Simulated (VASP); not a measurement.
# Si48C47 (a cell with a defect) in VASP: single point with r2SCAN

Aim: the single point of Si48C47 (a cell with a defect) with r2SCAN.

Everything below comes from runs of VASP 6.6.1. Logs are shortened: lines on timing, memory, paths and dates and some standing lists are left out, and cuts for length are marked.

### Step 1. The cell of the first run

The cell holds a defect, 95 atoms: a = 9.234 Å, b = 10.663 Å, c = 10.076 Å, α = 90.00°, β = 90.00°, γ = 90.00°.

### Step 2. Single point, r2SCAN

File POSCAR:

```
Si48C47
1.0
    9.2342040000      0.0000000000      0.0000000000
    0.0000000000     10.6627400000      0.0000000000
    0.0000000000      0.0000000000     10.0759470000
Si C
48 47
Direct
    0.0003420000      0.9993600000      0.5006010000
    0.3336720000      0.9988160000      0.5008950000
    0.1657170000      0.2491230000      0.5015040000
    0.9995790000      0.5014540000      0.5011460000
    0.6663730000      0.9989720000      0.5008740000
    0.5004630000      0.2403220000      0.5039010000
    0.3242190000      0.5047330000      0.5036630000
    0.1658740000      0.7502080000      0.5007500000
    0.8349560000      0.2486250000      0.5012200000
    0.6759610000      0.5041950000      0.5033360000
    0.5001220000      0.7511500000      0.5012980000
    0.8342330000      0.7505900000      0.5008780000
    0.0003030000      0.1658510000      0.2498080000
    0.3321770000      0.1660140000      0.2492580000
    0.1656420000      0.4159090000      0.2491200000
    0.0000500000      0.6669000000      0.2495320000
    0.6682750000      0.1659490000      0.2491600000
    0.5001350000      0.4167220000      0.2381310000
    0.3335510000      0.6681070000      0.2491530000
    0.1667030000      0.9165770000      0.2495760000
    0.8347380000      0.4155320000      0.2487690000
    0.6666650000      0.6681270000      0.2491950000
    0.5000920000      0.9170930000      0.2497700000
    0.8335000000      0.9167590000      0.2496290000
    0.1662280000      0.0828690000      0.7507770000
    0.0000020000      0.3328060000      0.7507940000
    0.4999960000      0.0820130000      0.7506370000
    0.3320940000      0.3325330000      0.7508910000
    0.1656720000      0.5839820000      0.7502930000
    0.0000220000      0.8334320000      0.7506280000
    0.8337910000      0.0827990000      0.7506520000
    0.6680500000      0.3324490000      0.7508840000
    0.4999430000      0.5846510000      0.7507540000
    0.3331880000      0.8335890000      0.7506770000
    0.8341260000      0.5840360000      0.7505140000
    0.6667200000      0.8336160000      0.7507570000
    0.0000030000      0.9996620000      0.0000800000
    0.3328720000      0.9999760000      0.0000300000
    0.1662050000      0.2493440000      0.9999170000
    0.0000480000      0.4993530000      0.9997120000
    0.6671410000      0.9999640000      0.9999870000
    0.5001170000      0.2501950000      0.9987550000
    0.3335580000      0.4997790000      0.9984660000
    0.1667600000      0.7503500000      0.9998020000
    0.8340050000      0.2492270000      0.9997680000
    0.6663170000      0.4997500000      0.9988060000
    0.5000320000      0.7507630000      0.9998410000
    0.8332840000      0.7504220000      0.0000450000
    0.0001920000      0.9996620000      0.1875230000
    0.3335410000      0.0001240000      0.1875390000
    0.1667130000      0.2499200000      0.1875530000
    0.0003090000      0.5000480000      0.1873410000
    0.6667400000      0.0000470000      0.1874750000
    0.5003270000      0.2497320000      0.1894740000
    0.3331400000      0.5002290000      0.1892260000
    0.1668690000      0.7497840000      0.1873770000
    0.8339090000      0.2496550000      0.1872830000
    0.6673280000      0.5002350000      0.1894720000
    0.5001200000      0.7503320000      0.1873930000
    0.8334140000      0.7498790000      0.1875460000
    0.9999850000      0.9996400000      0.6875240000
    0.3332200000      0.0002610000      0.6876300000
    0.1664650000      0.2497420000      0.6878370000
    0.9997880000      0.4996400000      0.6875760000
    0.6665840000      0.0002560000      0.6876100000
    0.5000140000      0.2515250000      0.6873250000
    0.3349070000      0.4990220000      0.6871650000
    0.1668310000      0.7498070000      0.6874640000
    0.8335320000      0.2496790000      0.6876780000
    0.6649890000      0.4989230000      0.6871030000
    0.4999340000      0.7502610000      0.6877760000
    0.8329800000      0.7498260000      0.6876140000
    0.0006260000      0.1660720000      0.4380500000
    0.3332410000      0.1681740000      0.4374040000
    0.1677290000      0.4159560000      0.4377170000
    0.9999630000      0.6665900000      0.4378620000
    0.6673180000      0.1680740000      0.4372920000
    0.3353190000      0.6659370000      0.4372990000
    0.1674000000      0.9162580000      0.4378150000
    0.8328830000      0.4145290000      0.4367780000
    0.6651160000      0.6660650000      0.4373950000
    0.5000690000      0.9168030000      0.4379900000
    0.8329290000      0.9170680000      0.4378200000
    0.1665430000      0.0831400000      0.9383020000
    0.0001000000      0.3330910000      0.9381620000
    0.4999870000      0.0837560000      0.9386560000
    0.3333640000      0.3332000000      0.9383650000
    0.1670150000      0.5830450000      0.9380600000
    0.0000330000      0.8329590000      0.9381800000
    0.8334670000      0.0830630000      0.9381330000
    0.6669010000      0.3332100000      0.9383780000
    0.5000500000      0.5833650000      0.9382720000
    0.3333940000      0.8334450000      0.9381560000
    0.8329790000      0.5830080000      0.9387290000
    0.6666840000      0.8334260000      0.9382320000
```

File INCAR.step1:

```
PREC = Accurate ; ENCUT = 520
ISMEAR = -1 ; SIGMA = 0.05
LREAL = Auto ; LASPH = True
NELM = 100 ; NELECT = 378.0
ISYM = 0 ; NBANDS = 243
GGA = PE ; ALGO = Normal
EDIFF = 1E-4 ; LWAVE = True
LCHARG = False
```

File INCAR.step2:

```
PREC = Accurate ; ENCUT = 520
EDIFF = 1E-6 ; ISMEAR = -1
SIGMA = 0.05 ; LREAL = Auto
LASPH = True ; NELM = 100
ALGO = Normal ; ISIF = 2
LWAVE = False ; LCHARG = False
METAGGA = R2SCAN ; LMIXTAU = True
NELECT = 378.0 ; ISYM = 0
NBANDS = 243 ; ISTART = 1
```

File KPOINTS:

```
Automatic mesh
0
Gamma
  1 1 1
  0.25 0.25 0.25
```

Potentials or basis: VASP PAW PBE potentials, release 64 (Si, C).

The run is started by

```
> cat potpaw_PBE.64/Si/POTCAR potpaw_PBE.64/C/POTCAR > POTCAR
> cp INCAR.step1 INCAR
> mpirun -np 1 vasp_std > vasp.out
> cp INCAR.step2 INCAR
> mpirun -np 1 vasp_std > vasp.out
```

OUTCAR:

```text
PREC = Accurate
   ENCUT = 520
   EDIFF = 1E-6
   ISMEAR = -1
   LREAL = Auto
   LASPH = True
   NELM = 100
   ISIF = 2
   METAGGA = R2SCAN
   NELECT = 378.0
   ISYM = 0
   ISTART = 1

 ion  position               nearest neighbor table
   1  0.000  0.999  0.501-  61 1.88  73 1.89  83 1.89  79 1.89  12 3.06   8 3.07   9 3.07   3 3.07
                             2 3.08  30 3.08  25 3.08  31 3.08   5 3.08  20 3.09  13 3.09  24 3.09
   2  0.334  0.999  0.501-  82 1.88  79 1.88  62 1.88  74 1.92   6 3.00  11 3.06   8 3.07  34 3.07
                             5 3.07   1 3.08  27 3.08  23 3.09   3 3.09  25 3.09  20 3.09  14 3.10
   3  0.166  0.249  0.502-  73 1.88  63 1.88  74 1.89  75 1.89   9 3.05   1 3.07  26 3.07  25 3.07
                            28 3.08   2 3.09  13 3.09   6 3.09   7 3.09   4 3.10  14 3.10  15 3.10
   4  1.000  0.501  0.501-  76 1.87  64 1.88  80 1.91  75 1.91  10 2.99   7 3.00  12 3.06   8 3.06
                            35 3.07  29 3.07  16 3.09  26 3.09   9 3.09   3 3.10  21 3.10  15 3.10
   5  0.666  0.999  0.501-  82 1.88  83 1.88  65 1.88  77 1.91   6 3.00  11 3.06  12 3.07   2 3.07
                            36 3.07  27 3.08   9 3.08   1 3.08  23 3.09  31 3.09  24 3.09  17 3.10
   6  0.500  0.240  0.504-  77 1.85  74 1.85  66 1.85   5 3.00   2 3.00  27 3.01   9 3.09  32 3.09
                             3 3.09  28 3.09  17 3.10  14 3.10
   7  0.324  0.505  0.504-  78 1.85  75 1.85  67 1.85   4 3.00   8 3.00  29 3.01  11 3.09  33 3.09
                             3 3.09  28 3.10  19 3.10  15 3.10
   8  0.166  0.750  0.501-  79 1.88  68 1.88  76 1.88  78 1.91   7 3.00  12 3.06   4 3.06   1 3.07
                             2 3.07  29 3.08  30 3.08  34 3.09  11 3.09  16 3.09  20 3.09  19 3.10
   9  0.835  0.249  0.501-  73 1.88  69 1.88  77 1.88  80 1.88   3 3.05   1 3.07  31 3.07  26 3.07
[... 124 lines left out ...]
  94  0.833  0.583  0.939-  46 1.88  40 1.89  48 1.89  35 1.90
  95  0.667  0.833  0.938-  47 1.88  48 1.88  41 1.88  36 1.89

IMPORTANT INFORMATION: All symmetrisations will be switched off!
NOSYMM: (Re-)initialisation of all symmetry stuff for point group C_1.

----------------------------------------------------------------------------------------

                                     Primitive cell

  volume of cell :     992.0971

  direct lattice vectors                    reciprocal lattice vectors
     9.234204000  0.000000000  0.000000000     0.108293037  0.000000000  0.000000000
     0.000000000 10.662740000  0.000000000     0.000000000  0.093784524  0.000000000
     0.000000000  0.000000000 10.075947000     0.000000000  0.000000000  0.099246254

  length of vectors
     9.234204000 10.662740000 10.075947000     0.108293037  0.093784524  0.099246254

  position of ions in fractional coordinates (direct lattice)
     0.000342000  0.999360000  0.500601000
     0.333672000  0.998816000  0.500895000
     0.165717000  0.249123000  0.501504000
     0.999579000  0.501454000  0.501146000
     0.666373000  0.998972000  0.500874000
     0.500463000  0.240322000  0.503901000
[... 87 lines left out ...]
     0.832979000  0.583008000  0.938729000
     0.666684000  0.833426000  0.938232000

  ion indices of the primitive-cell ions
   primitive index   ion index
                 1           1
                 2           2
                 3           3
                 4           4
                 5           5
                 6           6
[... 87 lines left out ...]
                94          94
                95          95

----------------------------------------------------------------------------------------

 KPOINTS: Automatic mesh

Automatic generation of k-mesh.
 Grid dimensions read from file:
 generate k-points for:    1    1    1
[... 34 lines left out ...]
   PREC   = accura    normal or accurate (medium, high low for compatibility)
   ISTART =      1    job   : 0-new  1-cont  2-samecut
   ICHARG =      0    charge: 1-file 2-atom 10-const
   ISPIN  =      1    spin polarized calculation?
   LNONCOLLINEAR =      F non collinear calculations
   LSORBIT =      F    spin-orbit coupling
   LASPH  =      T    aspherical Exc in radial PAW
   ENCUT  =  520.0 eV  38.22 Ry    6.18 a.u.  17.17 19.83 18.73*2*pi/ulx,y,z
   NELM   =    100;   NELMIN=  2; NELMDL=  0     # of ELM steps
   EDIFF  = 0.1E-05   stopping-criterion for ELM
   LREAL  =      T    real-space projection
   EDIFFG = 0.1E-04   stopping-criterion for IOM
   NSW    =      0    number of steps for IOM
   IBRION =     -1    ionic relax: 0-MD 1-quasi-New 2-CG
   NFREE  =      0    steps in history (QN), initial steepest desc. (CG)
   ISIF   =      2    stress and relaxation
   ISYM   =      0    0-nonsym 1-usesym 2-fastsym
   POTIM  = 0.5000    time-step for ionic-motion
   TEBEG  =    0.0;   TEEND  =   0.0 temperature during run
   PSTRESS=    0.0 pullay stress
   NELECT =     378.0000    total number of electrons
   NUPDOWN=      -1.0000    fix difference up-down
   EMIN   =  10.00;   EMAX   =-10.00  energy-range for DOS
   EFERMI =   0.00;   METHOD = LEGACY
   ISMEAR =    -1;   SIGMA  =   0.05  broadening in eV -4-tet -1-fermi 0-gaus
   EFERMI_NEDOS =   21; number of points for ismear=-14 and -15
   IALGO  =     38    algorithm
   IMIX   =      4    mixing-type and parameters
     AMIX     =   0.40;   BMIX     =  1.00
     AMIX_MAG =   1.60;   BMIX_MAG =  1.00
  volume/ion in A,a.u.               =      10.44        70.47
  Fermi-wavevector in a.u.,A,eV,Ry     =   1.186827  2.242778 19.164596  1.408558
  Thomas-Fermi vector in A             =   2.322991
   LORBIT       =      0    0 simple, 1 ext, 2 COOP (PROOUT), +10 PAW based schemes
   METAGGA = R2SCAN    functional components
   LHFCALC =     F    Hartree Fock is set to
   AEXX    =    0.0000 exact exchange contribution
   IVDW    =     0    specifies the selected vdW correction
   LEPSILON=     F    determine dielectric tensor
   LRPA    =     F    only Hartree local field effects (RPA)
 non-spin polarized calculation
  energy-cutoff  :      520.00
  volume of cell :      992.10
 maximum number of plane-waves:     26706
 NGX is ok and might be reduce to    70
   NGX = 35   NGY = 39   NGZ = 37

 number of electron     378.0000018 magnetization

 Free energy of the ion-electron system (eV)
  ---------------------------------------------------
  ext. energy  EPLUGINS =         0.00000000
  ---------------------------------------------------
  free energy    TOTEN  =      -932.14621579 eV

  energy without entropy =     -932.14621579  energy(sigma->0) =     -932.14621579

 E-fermi :   8.8850     XC(G=0): -11.8726

 val. band max:        7.7840045565   @ k =   0.2500  -0.2500  -0.2500
 cond. band min:       9.9796134000   @ k =  -0.2500  -0.2500   0.2500
 fundamental gap:      2.1956088435
 Fermi energy:         8.8849871276

 k-point     1 :       0.2500    0.2500    0.2500
  band No.  band energies     occupation
      1      -7.9878      2.00000
      2      -7.4474      2.00000
      3      -7.3790      2.00000
      4      -7.2457      2.00000
      5      -6.8328      2.00000
      6      -6.7292      2.00000
[... 805 lines left out ...]
    200      12.0927      0.00000
    201      12.1946      0.00000
 [bands above 201 left out]

------------------------ aborting loop because EDIFF is reached ----------------------------------------

  FORCE on cell =-STRESS in cart. coord.  units (eV):
  Direction    XX          YY          ZZ          XY          YZ          ZX
  --------------------------------------------------------------------------------------
  -------------------------------------------------------------------------------------
  Total      -25.2697851    -24.5439073    -24.5498049     -0.0054555     -0.1558419      0.0565514
  in kB      -40.8091898    -39.6369407    -39.6464648     -0.0088103     -0.2516754      0.0913271
  external PRESSURE =     -40.0308651 kB  Pullay stress =       0.0000000 kB

 VOLUME and BASIS-vectors are now :
 -----------------------------------------------------------------------------
  energy-cutoff  :      520.00
  volume of cell :      992.10
      direct lattice vectors                 reciprocal lattice vectors
     9.234204000  0.000000000  0.000000000     0.108293037  0.000000000  0.000000000
     0.000000000 10.662740000  0.000000000     0.000000000  0.093784524  0.000000000
     0.000000000  0.000000000 10.075947000     0.000000000  0.000000000  0.099246254

 POSITION                                       TOTAL-FORCE (eV/Angst)
 -----------------------------------------------------------------------------------
      0.00316     10.65592      5.04403        -0.003455      0.002144      0.005646
      3.08120     10.65012      5.04699        -0.005736     -0.020121      0.015673
      1.53026      2.65633      5.05313         0.009067      0.012792     -0.009927
      9.23032      5.34687      5.04952         0.056269      0.006961      0.016021
      6.15342     10.65178      5.04678         0.015355     -0.040421      0.022362
      4.62138      2.56249      5.07728        -0.040410     -0.158802      0.052325
[... 87 lines left out ...]
      7.69190      6.21646      9.45858        -0.016706      0.005587     -0.050353
      6.15630      8.88660      9.45358        -0.004317      0.005886      0.009312
 -----------------------------------------------------------------------------------
    total drift:                                0.001481     -0.029694      0.004530

  FREE ENERGIE OF THE ION-ELECTRON SYSTEM (eV)
  ---------------------------------------------------
  free  energy   TOTEN  =      -932.1462157898 eV

  energy  without entropy=     -932.1462157884  energy(sigma->0) =     -932.14621579
```

Wall time 3 h (1 thread of Oxide Virtual Turin-like, shared host); peak memory 1.3 GiB.

Results:

- Free energy: -932.1462 eV
- Largest force: 0.200 eV/Å

Forces in eV/Å, atoms in the order of the input:
```
Si  -0.003  0.002  0.006
Si  -0.006 -0.020  0.016
Si   0.009  0.013 -0.010
Si   0.056  0.007  0.016
Si   0.015 -0.040  0.022
Si  -0.040 -0.159  0.052
Si  -0.110  0.075  0.072
Si  -0.010  0.028  0.027
Si   0.005 -0.025  0.034
Si   0.139  0.078  0.051
Si   0.002 -0.011  0.017
Si   0.017  0.036  0.002
Si   0.014 -0.007 -0.001
Si   0.006  0.004 -0.001
Si   0.022 -0.020  0.024
Si   0.011 -0.005  0.002
Si   0.007 -0.004 -0.007
Si   0.016 -0.008 -0.146
Si   0.015 -0.008 -0.011
Si   0.004  0.011  0.002
Si   0.018  0.004 -0.014
Si   0.007  0.007  0.008
Si   0.005  0.001 -0.005
Si   0.019  0.000  0.002
Si  -0.011 -0.009 -0.005
Si  -0.006 -0.005  0.002
Si  -0.013 -0.021  0.005
Si  -0.001 -0.012 -0.013
Si  -0.021  0.019  0.000
Si  -0.016  0.001 -0.002
Si  -0.007 -0.005 -0.005
Si  -0.015  0.005 -0.012
Si   0.012 -0.003 -0.012
Si   0.001 -0.005  0.000
Si   0.009  0.004  0.027
Si  -0.008 -0.007 -0.003
Si   0.007 -0.001 -0.006
Si  -0.004  0.003 -0.001
Si   0.000 -0.004 -0.006
Si   0.012 -0.004  0.001
Si   0.009  0.002 -0.002
Si   0.002 -0.017 -0.036
Si   0.006  0.006 -0.021
Si   0.007  0.009  0.007
Si   0.009 -0.002 -0.007
Si   0.031  0.005 -0.052
Si   0.001  0.005 -0.008
Si   0.004  0.002 -0.009
C   -0.009 -0.002  0.000
C   -0.007 -0.001  0.001
C   -0.006  0.001 -0.002
C   -0.034 -0.011  0.009
C   -0.012  0.016  0.003
C   -0.025  0.013  0.007
C   -0.005 -0.005  0.017
C   -0.008 -0.011  0.004
C   -0.029  0.007  0.010
C   -0.040 -0.025 -0.002
C   -0.005 -0.014  0.005
C   -0.014  0.000 -0.001
C    0.018 -0.004 -0.007
C    0.026  0.004 -0.009
C    0.019  0.012 -0.012
C    0.003  0.005 -0.011
C    0.007  0.005 -0.009
C    0.016  0.009 -0.029
C    0.025 -0.001 -0.019
C    0.010 -0.017 -0.008
C    0.012  0.004 -0.013
C    0.006  0.001 -0.038
C    0.009 -0.008 -0.016
C    0.018 -0.001 -0.014
C   -0.030  0.021  0.004
C    0.007  0.036  0.020
C   -0.034 -0.111 -0.075
C   -0.016  0.008  0.009
C   -0.012  0.031  0.014
C    0.003  0.005  0.006
C    0.003  0.048 -0.006
C   -0.074  0.162  0.093
C   -0.008 -0.061  0.001
C    0.007  0.006  0.011
C   -0.013 -0.078  0.016
C    0.012  0.009  0.000
C   -0.005  0.005  0.007
C    0.005  0.005 -0.016
C    0.000  0.012 -0.001
C    0.004 -0.014  0.050
C   -0.002 -0.005  0.004
C   -0.005  0.009  0.011
C   -0.013  0.008  0.005
C   -0.007 -0.011  0.006
C   -0.002  0.002  0.014
C   -0.017  0.006 -0.050
C   -0.004  0.006  0.009
```

Caveat: the cell carries a net charge on a neutralising background, which shifts energy and pressure; the cell is charged against a uniform background, so pressure and absolute levels hang on convention; the PAW data sets were made with another functional, which shifts forces and pressure a little.
